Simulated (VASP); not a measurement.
Wanted: the native input for a VASP 6.6.1 run.

- Task: dielectric tensor
- Functional: PBE
- Potentials or basis: VASP PAW PBE potentials, release 64 (In_d, P)
- Cutoff: 520 eV
- k mesh: 6 × 6 × 6
- Occupations: gaussian, width 0.01 eV
- Spin: no spin polarisation
- Dipole correction: no
- Further INCAR settings: ALGO = Normal; EDIFF = 1e-08

The structure of InP lies in POSCAR:

```
InP
1.0
    0.0000000000      2.9538132889      2.9538132889
    2.9538132889      0.0000000000      2.9538132889
    2.9538132889      2.9538132889      0.0000000000
In P
1 1
Direct
    0.0000000000      0.0000000000      0.0000000000
    0.2500000000      0.2500000000      0.2500000000
```

These files were run (other wordings do the same):

INCAR

```
SYSTEM = InP
PREC     = Accurate       ! precision mode
ENCUT    = 520            ! plane-wave cutoff, eV
EDIFF    = 1E-8           ! SCF threshold, eV
ISMEAR   = 0              ! smearing method
SIGMA    = 0.01           ! smearing width, eV
LREAL    = .FALSE.        ! projectors in reciprocal space
LASPH    = .TRUE.         ! aspherical terms in the spheres
NELM     = 100            ! most SCF steps
ALGO     = Normal         ! electronic algorithm
ISIF     = 2              ! what is computed and relaxed
LWAVE    = .FALSE.        ! write WAVECAR
LCHARG   = .FALSE.        ! write CHGCAR
GGA      = PE             ! functional
LEPSILON = .TRUE.         ! dielectric tensor by DFPT
```

KPOINTS

```
Automatic mesh
0
G
  6 6 6
  0 0 0
```

Potentials or basis: VASP PAW PBE potentials, release 64 (In_d, P).

Launch:

```bash
$ cat potpaw_PBE.64/In_d/POTCAR potpaw_PBE.64/P/POTCAR > POTCAR
$ mpirun -np 1 vasp_std > vasp.out
```

It gave:

The band gap on the k mesh is 0.58 eV and the electronic dielectric tensor (diagonal) is 27.84. The born charges (mean of the diagonal) is In +2.93; P -2.93 e.

Caveat: the gap is small at this level, which inflates the dielectric constant; semilocal functionals underestimate gaps, and a narrow one can read as zero; spin-orbit coupling is left out, which moves the levels of the heavy elements.

It took 6 min on 1 thread of Intel Xeon 8259CL (shared host), peak memory 0.25 GiB.
